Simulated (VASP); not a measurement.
KI:

```xyz
2
Lattice="0.0000 3.5446 3.5446 3.5446 0.0000 3.5446 3.5446 3.5446 0.0000" Properties=species:S:1:pos:R:3 pbc="T T T"
K     0.0000    0.0000    0.0000
I     3.5446    3.5446    3.5446
```

Base run:

| Item | Value |
| --- | --- |
| Program | VASP 6.6.1 |
| Functional | PBEsol |
| Potentials or basis | VASP PAW PBE potentials, release 64 (K_sv, I) |
| Cutoff | 520 eV |
| k mesh | 4 × 4 × 4 |
| Occupations | gaussian, width 0.01 eV |
| Spin | no spin polarisation |

Its results: band gap on the k mesh 3.79 eV, direct; pressure -0.4 GPa.

Problem. The run is repeated on the same cell with these changes: functional from PBEsol to HSE06; k mesh from 4 × 4 × 4 to 2 × 2 × 2. What comes out?

Solution. Band gap on the k mesh 4.97 eV, direct; pressure 0.8 GPa.

Several settings changed at once, so the effect can't be laid on one alone.

Caveats: some runs use coarse meshes; the PAW data sets were made with another functional, which shifts forces and pressure a little; spin-orbit coupling is left out, which moves the levels of the heavy elements.

